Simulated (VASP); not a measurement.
A run of VASP 6.6.1 is set up as follows.

File INCAR:

```
PREC     = Accurate       # precision mode
ENCUT    = 520            # plane-wave cutoff, eV
EDIFF    = 1E-7           # SCF threshold, eV
ISMEAR   = 1              # smearing method
SIGMA    = 0.086          # smearing width, eV
LREAL    = False          # projectors in reciprocal space
LASPH    = True           # aspherical terms in the spheres
NELM     = 60             # most SCF steps
ALGO     = Normal         # electronic algorithm
ISIF     = 2              # what is computed and relaxed
LWAVE    = False          # write WAVECAR
LCHARG   = False          # write CHGCAR
GGA      = PE             # functional
NBANDS   = 28             # bands
```

KPOINTS

```
Automatic mesh
0
Gamma
  6 6 4
```

POSCAR

```
Cd2As2F
1.0
    2.2641041358      3.9215433968      0.0000000000
   -2.2641041358      3.9215433968      0.0000000000
    0.0000000000      0.0000000000      6.0289808727
Cd F As
2 1 2
Direct
    0.3333333333      0.3333333333      0.6147039983
    0.6666666667      0.6666666667      0.3852960017
    0.0000000000      0.0000000000      0.0000000000
    0.3333333333      0.3333333333      0.0767964292
    0.6666666667      0.6666666667      0.9232035708
```

Potentials or basis: VASP PAW PBE potentials, release 64 (Cd, F, As).

Launch:

```sh
$ cat potpaw_PBE.64/Cd/POTCAR potpaw_PBE.64/F/POTCAR potpaw_PBE.64/As/POTCAR > POTCAR
$ mpirun -np 1 vasp_std > vasp.out
```

**Question.** Estimate the pressure.

**Answer.** 0.1 GPa.

**Question.** Predict the band gap on the k mesh.

**Answer.** Zero (an odd number of electrons rules out a gap without spin polarisation).

**Question.** What does it give for the largest force?

**Answer.** 0.020 eV/Å.

Forces on the atoms (eV/Å):
```
Cd   0.000  0.000 -0.006
Cd   0.000  0.000  0.006
F    0.000  0.000  0.000
As   0.000  0.000  0.020
As   0.000  0.000 -0.020
```

Caveat: an odd number of electrons without spin polarisation forces a metal; a magnetic or distorted state may lie lower.
